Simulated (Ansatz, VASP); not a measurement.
One calculation of Mo, two programs

```xyz
1
Lattice="2.5848 0.0000 0.0000 0.0000 2.5848 0.0000 0.0000 0.0000 2.5848" Properties=species:S:1:pos:R:3 pbc="T T T"
Mo    0.0000    0.0000    0.0000
```

Alike in both runs: task relaxation of cell and atoms; functional r2SCAN; k mesh 16 × 16 × 16; occupations gaussian, width 0.1 eV; no spin polarisation.

```csv
,VASP,Ansatz
version,VASP 6.6.1,Ansatz 0.2.0
potentials or method,"VASP PAW PBE potentials, release 64 (Mo_sv), cutoff 600 eV","scalar-relativistic, plane waves, PAW"
valence electrons in the cell,14,14
```

```csv
,VASP,Ansatz,Ansatz less VASP
"gap on the k mesh at the Fermi level, each at its own relaxed structure (eV)",none,none,-
relaxed volume (Å³/atom),17.49,17.41,-0.083
relaxed length of the cell vector where the two differ most in proportion (Å),2.596,2.592,-0.0041
```

VASP's potentials were made for PBE, not for r2SCAN. A gap of «none» marks a metal or a gap that the smearing closes.
